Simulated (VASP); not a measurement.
Cs, 1 atom in the cell. It takes space group Pm-3m (No. 221, cubic). The conventional cell has a = 4.753 Å, b = 4.753 Å, c = 4.753 Å, α = 90.00°, β = 90.00°, γ = 90.00°.  This cell differs from its parent crystal: volume scaled by 0.9.

- Program: VASP 6.6.1
- Task: single point
- Functional: PBEsol
- Potentials or basis: VASP PAW PBE potentials, release 64 (Cs_sv)
- Cutoff: 520 eV
- k mesh: 8 × 8 × 8
- Occupations: fermi-dirac, width 0.08 eV
- Spin: no spin polarisation
- Dipole correction: no
- Further INCAR settings: ALGO = Normal; EDIFF = 1e-07; NBANDS = 10

Potentials or basis: VASP PAW PBE potentials, release 64 (Cs_sv).

Launch:

```sh
$ cat potpaw_PBE.64/Cs_sv/POTCAR > POTCAR
$ mpirun -np 1 vasp_std > vasp.out
```

Hardware: 1 thread of Intel Xeon 6975P-C, with other jobs on the host.

**Question.** Estimate the wall time of this run.

**Answer.** Wall time 40 s on 1 thread of Intel Xeon 6975P-C, on a shared host, peak memory 0.21 GiB. Counts: scf iterations 12, k points 35.
